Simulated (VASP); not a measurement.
Wanted: the native input for a VASP 6.6.1 run.

- Task: single point
- Functional: PBEsol
- Potentials or basis: VASP PAW PBE potentials, release 64 (Sn_d, O)
- Cutoff: 520 eV
- k mesh: 12 × 12 × 12
- Occupations: gaussian, width 0.05 eV
- Spin: no spin polarisation
- Dipole correction: no
- Further INCAR settings: ALGO = Normal; EDIFF = 1e-06; NBANDS = 20

The structure of SnO2 lies in POSCAR:

```
SnO2
1.0
    1.5613801911      0.9014632736      4.2894384516
   -1.5613801911      0.9014632736      4.2894384516
    0.0000000000     -1.8029265473      4.2894384516
Sn O
1 2
Direct
    0.5000000000      0.5000000000      0.5000000000
    0.2223917300      0.2223917300      0.2223917300
    0.7776082700      0.7776082700      0.7776082700
```

One way to write it, as run:

INCAR

```
SYSTEM = SnO2
ALGO = Normal ; EDIFF = 1E-6
ENCUT = 520 ; GGA = PS
ISIF = 2 ; ISMEAR = 0
LASPH = .TRUE. ; LCHARG = .FALSE.
LREAL = .FALSE. ; LWAVE = .FALSE.
NBANDS = 20 ; NELM = 100
PREC = Accurate ; SIGMA = 0.05
```

KPOINTS

```
k-points
0
G
  12 12 12
  0 0 0
```

Potentials or basis: VASP PAW PBE potentials, release 64 (Sn_d, O).

The run is started by

```bash
$ cat potpaw_PBE.64/Sn_d/POTCAR potpaw_PBE.64/O/POTCAR > POTCAR
$ mpirun -np 1 vasp_std > vasp.out
```

It gave:

```json
{
 "Pressure": "57.0 GPa",
 "Largest force": "5.863 eV/Å",
 "Band gap on the k mesh": "3.03 eV, indirect (least direct gap 4.37 eV)"
}
```

Caveat: the PAW data sets were made with another functional, which shifts forces and pressure a little; spin-orbit coupling is left out, which moves the levels of the heavy elements.

Wall time 86 s on 1 thread of Intel(R) Xeon(R) 6975P-C (Granite Rapids) (shared host), peak memory 0.28 GiB.
